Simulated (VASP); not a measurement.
# Be4BrF2 (P4/mmm) in VASP: a series of runs

The runs below take Be4BrF2 through single point, relaxation of cell and atoms, with PBE.

All numbers are computed with VASP 6.6.1; they aren't measurements. Logs are shortened: lines on timing, memory, paths and dates and some standing lists are left out, and cuts for length are marked.

## 1. The cell of the first run

Symmetry: P4/mmm, No. 123, tetragonal system. Conventional cell: a = 4.630 Å, b = 4.630 Å, c = 2.315 Å, α = 90.00°, β = 90.00°, γ = 90.00°. Within 2.7 Å of Be (site symmetry m2m) lie 2 Br at 2.00 Å and 4 F at 2.00 Å and 6 Be at 2.32 Å. Within 2.7 Å of Br (site symmetry 4/mmm) lie 8 Be at 2.00 Å and 4 F at 2.32 Å and 2 Br at 2.32 Å. Within 2.7 Å of F (site symmetry mmm) lie 8 Be at 2.00 Å and 2 Br at 2.32 Å and 2 F at 2.32 Å.

## 2. Single point, PBE (atoms taken out)

INCAR reads:

```
ALGO = Normal
EDIFF = 1E-6
ENCUT = 520
GGA = PE
ISIF = 2
ISMEAR = 0
LASPH = T
LCHARG = F
LREAL = F
LWAVE = F
NBANDS = 24
NELM = 80
PREC = Accurate
SIGMA = 0.1
```

KPOINTS reads:

```
k-points
0
Gamma
  4 4 8
```

POSCAR reads:

```
Be4BrF2
1.0
    4.6303116700      0.0000000000      0.0000000000
    0.0000000000      4.6303116700      0.0000000000
    0.0000000000      0.0000000000      2.3151558400
Be Br F
4 1 2
Direct
    0.2500000000      0.7500000000      0.0000000000
    0.2500000000      0.2500000000      0.0000000000
    0.7500000000      0.7500000000      0.0000000000
    0.7500000000      0.2500000000      0.0000000000
    0.5000000000      0.5000000000      0.5000000000
    0.5000000000      0.0000000000      0.5000000000
    0.0000000000      0.5000000000      0.5000000000
```

Potentials or basis: VASP PAW PBE potentials, release 64 (Be, Br, F).

Started as:

```console
> cat potpaw_PBE.64/Be/POTCAR potpaw_PBE.64/Br/POTCAR potpaw_PBE.64/F/POTCAR > POTCAR
> mpirun -np 1 vasp_std > vasp.out
```

OUTCAR:

```text
EDIFF = 1E-6
   ENCUT = 520
   GGA = PE
   ISIF = 2
   ISMEAR = 0
   LASPH = T
   LREAL = F
   NELM = 80
   PREC = Accurate

 ion  position               nearest neighbor table
   1  0.250  0.750  0.000-   5 2.00   6 2.00   7 2.00   5 2.00   6 2.00   7 2.00   2 2.32   3 2.32
                             2 2.32   3 2.32
   2  0.250  0.250  0.000-   5 2.00   6 2.00   7 2.00   5 2.00   6 2.00   7 2.00   1 2.32   4 2.32
                             1 2.32   4 2.32
   3  0.750  0.750  0.000-   5 2.00   6 2.00   7 2.00   5 2.00   6 2.00   7 2.00   1 2.32   4 2.32
                             4 2.32   1 2.32
   4  0.750  0.250  0.000-   5 2.00   6 2.00   7 2.00   5 2.00   6 2.00   7 2.00   2 2.32   3 2.32
                             3 2.32   2 2.32
   5  0.500  0.500  0.500-   1 2.00   2 2.00   3 2.00   4 2.00   1 2.00   2 2.00   3 2.00   4 2.00
                             6 2.32   7 2.32   6 2.32   7 2.32
   6  0.500  0.000  0.500-   1 2.00   2 2.00   3 2.00   4 2.00   1 2.00   2 2.00   3 2.00   4 2.00
                             5 2.32   5 2.32
   7  0.000  0.500  0.500-   1 2.00   2 2.00   3 2.00   4 2.00   1 2.00   2 2.00   3 2.00   4 2.00
                             5 2.32   5 2.32

  LATTYP: Found a simple tetragonal cell.
 ALAT       =     4.6303116700
 C/A-ratio  =     0.5000000011

  Lattice vectors:

 A1 = (   4.6303116700,   0.0000000000,   0.0000000000)
 A2 = (   0.0000000000,   4.6303116700,   0.0000000000)
 A3 = (   0.0000000000,   0.0000000000,   2.3151558400)

Analysis of symmetry for initial positions (statically):
=====================================================================
 Subroutine PRICEL returns:
 Original cell was already a primitive cell.

 Routine SETGRP: Setting up the symmetry group for a
 simple tetragonal supercell.

 Subroutine GETGRP returns: Found 16 space group operations
 (whereof 16 operations were pure point group operations)
 out of a pool of 16 trial point group operations.

The static configuration has the point symmetry D_4h.

Analysis of symmetry for dynamics (positions and initial velocities):
=====================================================================
 Subroutine PRICEL returns:
 Original cell was already a primitive cell.

 Routine SETGRP: Setting up the symmetry group for a
 simple tetragonal supercell.

 Subroutine GETGRP returns: Found 16 space group operations
 (whereof 16 operations were pure point group operations)
 out of a pool of 16 trial point group operations.

The dynamic configuration has the point symmetry D_4h.

 Subroutine INISYM returns: Found 16 space group operations
 (whereof 16 operations are pure point group operations),
 and found     1 'primitive' translations

----------------------------------------------------------------------------------------

                                     Primitive cell

  volume of cell :      49.6364

  direct lattice vectors                    reciprocal lattice vectors
     4.630311670  0.000000000  0.000000000     0.215968183  0.000000000  0.000000000
     0.000000000  4.630311670  0.000000000     0.000000000  0.215968183  0.000000000
     0.000000000  0.000000000  2.315155840     0.000000000  0.000000000  0.431936366

  length of vectors
     4.630311670  4.630311670  2.315155840     0.215968183  0.215968183  0.431936366

  position of ions in fractional coordinates (direct lattice)
     0.250000000  0.750000000  0.000000000
     0.250000000  0.250000000  0.000000000
     0.750000000  0.750000000  0.000000000
     0.750000000  0.250000000  0.000000000
     0.500000000  0.500000000  0.500000000
     0.500000000  0.000000000  0.500000000
     0.000000000  0.500000000  0.500000000

  ion indices of the primitive-cell ions
   primitive index   ion index
                 1           1
                 2           2
                 3           3
                 4           4
                 5           5
                 6           6
                 7           7

----------------------------------------------------------------------------------------

 KPOINTS: k-points

Automatic generation of k-mesh.
 Grid dimensions read from file:
 generate k-points for:    4    4    8

 Generating k-lattice:

  Cartesian coordinates                     Fractional coordinates (reciprocal lattice)
     0.053992046  0.000000000  0.000000000     0.250000000  0.000000000  0.000000000
     0.000000000  0.053992046  0.000000000     0.000000000  0.250000000  0.000000000
     0.000000000  0.000000000  0.053992046     0.000000000  0.000000000  0.125000000

  Length of vectors
     0.053992046  0.053992046  0.053992046

  Shift w.r.t. Gamma in fractional coordinates (k-lattice)
     0.000000000  0.000000000  0.000000000

 Subroutine IBZKPT returns following result:
 ===========================================

 Found     30 irreducible k-points:

 Following reciprocal coordinates:
            Coordinates               Weight
  0.000000  0.000000  0.000000      1.000000
  0.250000  0.000000  0.000000      4.000000
  0.500000  0.000000  0.000000      2.000000
  0.250000  0.250000  0.000000      4.000000
  0.500000  0.250000  0.000000      4.000000
  0.500000  0.500000  0.000000      1.000000
[... 16 lines left out ...]
  0.500000  0.250000  0.375000      8.000000
  0.500000  0.500000  0.375000      2.000000
 [... further k-points ...]
   k-points           NKPTS =     30   k-points in BZ     NKDIM =     30   number of bands    NBANDS=     24
   number of dos      NEDOS =    301   number of ions     NIONS =      7
   total plane-waves  NPLWV =  23328
   dimension x,y,z NGX =    36 NGY =   36 NGZ =   18
   dimension x,y,z NGXF=    72 NGYF=   72 NGZF=   36
   ions per type =               4   1   2
   NGX,Y,Z   is equivalent  to a cutoff of  12.93, 12.93, 12.93 a.u.
   NGXF,Y,Z  is equivalent  to a cutoff of  25.85, 25.85, 25.85 a.u.
 SYSTEM =  unknown system
   PREC   = accura    normal or accurate (medium, high low for compatibility)
   ISTART =      0    job   : 0-new  1-cont  2-samecut
   ICHARG =      2    charge: 1-file 2-atom 10-const
   ISPIN  =      1    spin polarized calculation?
   LNONCOLLINEAR =      F non collinear calculations
   LSORBIT =      F    spin-orbit coupling
   LASPH  =      T    aspherical Exc in radial PAW
   ENCUT  =  520.0 eV  38.22 Ry    6.18 a.u.   8.61  8.61  4.30*2*pi/ulx,y,z
   NELM   =     80;   NELMIN=  2; NELMDL= -5     # of ELM steps
   EDIFF  = 0.1E-05   stopping-criterion for ELM
   LREAL  =      F    real-space projection
   EDIFFG = 0.1E-04   stopping-criterion for IOM
   NSW    =      0    number of steps for IOM
   IBRION =     -1    ionic relax: 0-MD 1-quasi-New 2-CG
   NFREE  =      0    steps in history (QN), initial steepest desc. (CG)
   ISIF   =      2    stress and relaxation
   ISYM   =      2    0-nonsym 1-usesym 2-fastsym
   POTIM  = 0.5000    time-step for ionic-motion
   TEBEG  =    0.0;   TEEND  =   0.0 temperature during run
   PSTRESS=    0.0 pullay stress
   NELECT =      29.0000    total number of electrons
   NUPDOWN=      -1.0000    fix difference up-down
   EMIN   =  10.00;   EMAX   =-10.00  energy-range for DOS
   EFERMI =   0.00;   METHOD = LEGACY
   ISMEAR =     0;   SIGMA  =   0.10  broadening in eV -4-tet -1-fermi 0-gaus
   EFERMI_NEDOS =   21; number of points for ismear=-14 and -15
   IALGO  =     38    algorithm
   IMIX   =      4    mixing-type and parameters
     AMIX     =   0.40;   BMIX     =  1.00
     AMIX_MAG =   1.60;   BMIX_MAG =  1.00
  volume/ion in A,a.u.               =       7.09        47.85
  Fermi-wavevector in a.u.,A,eV,Ry     =   1.368592  2.586264 25.484305  1.873044
  Thomas-Fermi vector in A             =   2.494542
   LORBIT       =      0    0 simple, 1 ext, 2 COOP (PROOUT), +10 PAW based schemes
   GGA     = PE    functional components
   LHFCALC =     F    Hartree Fock is set to
   AEXX    =    0.0000 exact exchange contribution
   IVDW    =     0    specifies the selected vdW correction
   LEPSILON=     F    determine dielectric tensor
   LRPA    =     F    only Hartree local field effects (RPA)
 non-spin polarized calculation
 Gauss-broadening in eV      SIGMA  =   0.10
  energy-cutoff  :      520.00
  volume of cell :       49.64
 maximum number of plane-waves:      1369
 NGX is ok and might be reduce to    36
   NGX = 17   NGY = 17   NGZ =  9

 number of electron      29.0000022 magnetization

 Free energy of the ion-electron system (eV)
  ---------------------------------------------------
  ext. energy  EPLUGINS =         0.00000000
  ---------------------------------------------------
  free energy    TOTEN  =        -7.05679691 eV

  energy without entropy =       -7.03709775  energy(sigma->0) =       -7.04694733

 E-fermi :  11.5600     XC(G=0): -12.0944

 val. band max:       11.5482978647   @ k =   0.2500   0.2500   0.5000
 cond. band min:      11.5869066535   @ k =   0.5000   0.0000   0.0000
 fundamental gap:      0.0386087888
 Fermi energy:        11.5599798995

 k-point     1 :       0.0000    0.0000    0.0000
  band No.  band energies     occupation
      1     -18.1859      2.00000
      2     -17.7425      2.00000
      3     -11.7664      2.00000
      4      -3.6376      2.00000
      5      -3.6376      2.00000
      6       0.1003      2.00000
[... 16 lines left out ...]
     23      21.1210      0.00000
     24      21.1210      0.00000

 k-point     2 :       0.2500    0.0000    0.0000
  band No.  band energies     occupation
      1     -18.1047      2.00000
      2     -17.7818      2.00000
      3     -12.0286      2.00000
      4      -3.5921      2.00000
      5      -2.6159      2.00000
      6      -0.0580      2.00000
[... 16 lines left out ...]
     23      21.0148      0.00000
     24      21.2060      0.00000
[... 565 lines left out ...]
     23      18.2786      0.00000
     24      19.7907      0.00000

 k-point    24 :       0.5000    0.5000    0.3750
  band No.  band energies     occupation
      1     -16.9326      2.00000
      2     -16.9326      2.00000
      3      -9.3913      2.00000
      4      -1.7934      2.00000
      5      -1.0671      2.00000
      6      -1.0671      2.00000
[... 16 lines left out ...]
     23      18.4071      0.00000
     24      18.4849      0.00000

 [... further k-points ...]

------------------------ aborting loop because EDIFF is reached ----------------------------------------

  FORCE on cell =-STRESS in cart. coord.  units (eV):
  Direction    XX          YY          ZZ          XY          YZ          ZX
  --------------------------------------------------------------------------------------
  -------------------------------------------------------------------------------------
  Total       35.6371356     35.6371356     47.1901116      0.0000000     -0.0000000      0.0000000
  in kB     1150.3041647   1150.3041647   1523.2139454      0.0000000     -0.0000000      0.0000000
  external PRESSURE =    1274.6074249 kB  Pullay stress =       0.0000000 kB

 VOLUME and BASIS-vectors are now :
 -----------------------------------------------------------------------------
  energy-cutoff  :      520.00
  volume of cell :       49.64
      direct lattice vectors                 reciprocal lattice vectors
     4.630311670  0.000000000  0.000000000     0.215968183  0.000000000  0.000000000
     0.000000000  4.630311670  0.000000000     0.000000000  0.215968183  0.000000000
     0.000000000  0.000000000  2.315155840     0.000000000  0.000000000  0.431936366

 POSITION                                       TOTAL-FORCE (eV/Angst)
 -----------------------------------------------------------------------------------
      1.15758      3.47273      0.00000        -2.895535      2.895535     -0.000000
      1.15758      1.15758      0.00000        -2.895535     -2.895535      0.000000
      3.47273      3.47273      0.00000         2.895535      2.895535     -0.000000
      3.47273      1.15758      0.00000         2.895535     -2.895535     -0.000000
      2.31516      2.31516      1.15758        -0.000000      0.000000     -0.000000
      2.31516      0.00000      1.15758        -0.000000      0.000000     -0.000000
      0.00000      2.31516      1.15758        -0.000000      0.000000     -0.000000
 -----------------------------------------------------------------------------------
    total drift:                                0.000000     -0.000000      0.000000

  FREE ENERGIE OF THE ION-ELECTRON SYSTEM (eV)
  ---------------------------------------------------
  free  energy   TOTEN  =        -7.0567969105 eV

  energy  without entropy=       -7.0370977515  energy(sigma->0) =       -7.04694733
```

Wall time 15 s (1 thread of Intel Xeon 6975P-C (Granite Rapids), shared host); peak memory 0.17 GiB.

What came out:

```yaml
Free_energy: -7.0568 eV
Pressure: 127.5 GPa
Largest_force: 4.095 eV/Å
Band_gap_on_the_k_mesh: zero (an odd number of electrons rules out a gap without spin polarisation)
```

Forces on the atoms (eV/Å):
```
Be  -2.896  2.896  0.000
Be  -2.896 -2.896  0.000
Be   2.896  2.896  0.000
Be   2.896 -2.896  0.000
Br   0.000  0.000  0.000
F    0.000  0.000  0.000
F    0.000  0.000  0.000
```

Stress tensor (GPa, compression positive):
```
115.03   0.00   0.00
  0.00 115.03   0.00
  0.00   0.00 152.32
```

Levels at points of the mesh, in eV from the Fermi level:
```
           k point  band 11  band 12  band 13  band 14  band 15  band 16  band 17  band 18  band 19  band 20
(0.00, 0.00, 0.00)    -6.46    -6.36    -0.73    -0.60     0.08     1.93     1.93     4.66     6.66     9.22
(0.50, 0.00, 0.00)    -6.58    -4.66    -1.79    -0.11     0.03     3.61     3.62     3.99     5.31     7.06
(0.50, 0.50, 0.00)    -8.16    -3.10    -0.76    -0.76    -0.31     2.29     4.82     4.98     4.98     5.09
(0.00, 0.00, 0.50)    -4.18    -4.18    -3.07    -3.07    -0.93    -0.61    -0.12     2.31     2.31     4.92
(0.50, 0.00, 0.50)    -7.25    -4.55    -3.05    -1.57    -0.74     0.15     1.98     2.32     2.69     3.46
(0.50, 0.50, 0.50)    -8.28    -8.28    -1.78    -1.15    -1.15     0.48     2.50     4.33     4.35     4.35
```

Caveat: the cell differs from its parent crystal (atoms taken out); the stress differs along the axes, from 115 to 152 GPa; an odd number of electrons without spin polarisation forces a metal; a magnetic or distorted state may lie lower.

(Continued in part 2 of 3.)

The gap in the log of VASP goes by the Fermi energy; the results here count the filled bands.